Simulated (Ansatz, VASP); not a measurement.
## Two plane-wave programs on HRh6

The input INCAR:

```
SYSTEM = HRh6
PREC = Accurate
ENCUT = 520
EDIFF = 1E-6
ISMEAR = 0
SIGMA = 0.1
LREAL = .False.
LASPH = .True.
NELM = 60
ALGO = Normal
ISIF = 2
LWAVE = .False.
LCHARG = .False.
LDIPOL = .True.
IDIPOL = 3
DIPOL = 0.5 0.5 0.313
GGA = PE
NBANDS = 104
```

Contents of KPOINTS:

```
Automatic mesh
0
Gamma
  6 6 1
  0 0 0
```

POSCAR

```
HRh6
1.0
    5.4165863251      0.0000000000      0.0000000000
   -2.7082931626      4.6909013593      0.0000000000
    0.0000000000      0.0000000000     22.2966119230
Rh H
12 2
Direct
    0.3333333333      0.1666666667      0.1793994538
    0.3333333333      0.6666666667      0.1793994538
    0.8333333333      0.1666666667      0.1793994538
    0.8333333333      0.6666666667      0.1793994538
    0.1666666667      0.3333333333      0.2757769167
    0.1666666667      0.8333333333      0.2757769167
    0.6666666667      0.3333333333      0.2757769167
    0.6666666667      0.8333333333      0.2757769167
    0.0000000000      0.0000000000      0.3721019118
    0.0000000000      0.5000000000      0.3721019118
    0.5000000000      0.0000000000      0.3721019118
    0.5000000000      0.5000000000      0.3721019118
    0.1870590048      0.3741180096      0.5335614202
    0.3129409952      0.6258819904      0.5335614202
```

Input for Ansatz:

```yaml
crystal:
  lattice:
    - [5.4165863251, 0.0, 0.0]
    - [-2.7082931626, 4.6909013593, 0.0]
    - [0.0, 0.0, 22.296611923]
  atoms:
    - { symbol: Rh, position: [0.3333333333, 0.1666666667, 0.1793994538] }
    - { symbol: Rh, position: [0.3333333333, 0.6666666667, 0.1793994538] }
    - { symbol: Rh, position: [0.8333333333, 0.1666666667, 0.1793994538] }
    - { symbol: Rh, position: [0.8333333333, 0.6666666667, 0.1793994538] }
    - { symbol: Rh, position: [0.1666666667, 0.3333333333, 0.2757769167] }
    - { symbol: Rh, position: [0.1666666667, 0.8333333333, 0.2757769167] }
    - { symbol: Rh, position: [0.6666666667, 0.3333333333, 0.2757769167] }
    - { symbol: Rh, position: [0.6666666667, 0.8333333333, 0.2757769167] }
    - { symbol: Rh, position: [0.0, 0.0, 0.3721019118] }
    - { symbol: Rh, position: [0.0, 0.5, 0.3721019118] }
    - { symbol: Rh, position: [0.5, 0.0, 0.3721019118] }
    - { symbol: Rh, position: [0.5, 0.5, 0.3721019118] }
    - { symbol: H, position: [0.1870590048, 0.3741180096, 0.5335614202] }
    - { symbol: H, position: [0.3129409952, 0.6258819904, 0.5335614202] }
basis:
  ecutwfc: 420
kpoints:
  mp_grid: { grid: [6, 6, 1] }
hamiltonian:
  xc: pbe
  pseudopotentials: { kind: paw, azcp: { folder: soft_1 } }
scf:
  occupations: { method: gaussian, width: 0.1 }
output:
  forces: true
  eigenvalues: true
efield:
  axis: 3
  dipole_correction: true
  ramp_width: 0.04
```

Alike in both runs: task single point; functional PBE; k mesh 6 × 6 × 1; occupations gaussian, width 0.1 eV; no spin polarisation.

|  | VASP | Ansatz |
| --- | --- | --- |
| version | VASP 6.6.1 | Ansatz 0.2.0 |
| potentials or method | VASP PAW PBE potentials, release 64 (Rh_pv, H), cutoff 520 eV | scalar-relativistic, plane waves, PAW |
| valence electrons in the cell | 182 | 206 |

|  | VASP | Ansatz | Ansatz less VASP |
| --- | --- | --- | --- |
| gap on the k mesh at the Fermi level (eV) | none | none | - |
| rms of the force components (eV/Å) | 1.012 | 1.012 | -0.0001 |

Atom by atom the forces differ by 0.001 eV/Å (rms over components). A gap of «none» marks a metal or a gap that the smearing closes. With one functional, cell and mesh, what is left measures potentials, basis and numerics. VASP's potentials hold 182 valence electrons a cell and Ansatz's 206, so a difference there can come from the potentials and not from the codes.
